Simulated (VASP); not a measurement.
Here is a VASP 6.6.1 calculation.

File POSCAR:

```
NiO2
1.0
    2.8544815884      0.0000000000      0.0000000000
   -1.4272407942      2.4720535702      0.0000000000
    0.0000000000      0.0000000000      4.3578917773
Ni O
1 2
Direct
    0.0000000000      0.0000000000      0.5000000000
    0.6666666667      0.3333333333      0.7038965371
    0.3333333333      0.6666666667      0.2961034629
```

The input INCAR.step1:

```
SYSTEM = NiO2
ALGO = Normal
EDIFF = 1E-5
ENCUT = 770
GGA = PE
GGA_COMPAT = .FALSE.
ISMEAR = 0
LASPH = .TRUE.
LCHARG = .FALSE.
LREAL = .FALSE.
LWAVE = .TRUE.
NBANDS = 22
NELM = 120
PREC = Accurate
SIGMA = 0.05
```

File INCAR.step2:

```
SYSTEM = NiO2
ALGO = Normal
EDIFF = 1E-6
ENCUT = 770
GGA_COMPAT = .FALSE.
ISIF = 2
ISMEAR = 0
ISTART = 1
LASPH = .TRUE.
LCHARG = .TRUE.
LELF = .TRUE.
LMIXTAU = .TRUE.
LREAL = .FALSE.
LVHAR = .TRUE.
LWAVE = .FALSE.
METAGGA = R2SCAN
NBANDS = 22
NELM = 120
PREC = Accurate
SIGMA = 0.05
```

File KPOINTS:

```
k-points
0
G
  12 12 8
  0 0 0
```

Potentials or basis: VASP PAW PBE potentials, release 64 (Ni_sv_GW, O).

Run with:

```bash
$ cat potpaw_PBE.64/Ni_sv_GW/POTCAR potpaw_PBE.64/O/POTCAR > POTCAR
$ cp INCAR.step1 INCAR
$ mpirun -np 1 vasp_std > vasp.out
$ cp INCAR.step2 INCAR
$ mpirun -np 1 vasp_std > vasp.out
```

What does it give for the largest force?

0.389 eV/Å.

Estimate the pressure.

-4.5 GPa.

What does it give for the band gap on the k mesh?

1.22 eV (least direct gap 1.42 eV).

Stress tensor (GPa, compression positive):
```
-8.55  0.00  0.00
 0.00 -8.55  0.00
 0.00  0.00  3.62
```

Caveat: the stress differs along the axes, from -9 to 4 GPa; the PAW data sets were made with another functional, which shifts forces and pressure a little; the run has no spin polarisation, though such a crystal can be magnetic. A k mesh can miss the band edges.
